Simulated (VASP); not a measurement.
AsPt:

```
As Pt
1.0
     3.38882    0.00000    0.00000
     0.00000    3.38882    0.00000
     0.00000    0.00000    3.77546
As Pt
1 1
Direct
  0.00000 0.00000 0.00000
  0.50000 0.50000 0.50000
```

The cell was generated, and may not be a known phase.

```yaml
Program: VASP 6.6.1
Task: relaxation of cell and atoms
Functional: PBE
Potentials_or_basis: VASP PAW PBE potentials, release 64 (As, Pt)
Cutoff: 600 eV
k_mesh: 6 × 6 × 4
Occupations: gaussian, width 0.1 eV
Spin: no spin polarisation
```

At the start: pressure -21.2 GPa; volume 21.68 Å³/atom.

Q: Where does the relaxation end?

A: Over 9 steps the energy falls by 432.6 meV/atom and the volume is 16.72 Å³/atom (-22.9 %); space group P4/mmm (No. 123, to 0.1 Å) before and after.

Step by step:
```csv
step,energy change (eV),largest force (eV/Å),pressure (GPa),volume (Å³)
1,0.0000,0.0000,-21.19,43.36
2,-0.1763,0.0000,46.05,27.74
3,-0.8619,0.0000,-1.33,33.70
4,-0.8631,0.0000,-0.33,33.48
5,-0.8630,0.0000,0.54,33.30
6,-0.8637,0.0000,-0.62,33.55
7,-0.8637,0.0000,-0.46,33.51
8,-0.8645,0.0000,-0.30,33.49
9,-0.8652,0.0000,-0.04,33.44
```

Final structure:
```yaml
crystal:
  lattice:
    - [3.13830, 0.00000, 0.00000]
    - [0.00000, 3.13830, 0.00000]
    - [0.00000, 0.00000, 3.39485]
  atoms:
    - { symbol: As, position: [0.00000, 0.00000, 0.00000] }
    - { symbol: Pt, position: [0.50000, 0.50000, 0.50000] }
```

Caveat: the k points lie up to 0.46 Å⁻¹ apart in the final cell, too coarse for converged energies and pressures of a metal; the volume moved by over 15 % at a fixed basis, so the end points are rough; an odd number of electrons without spin polarisation forces a metal; a magnetic or distorted state may lie lower.
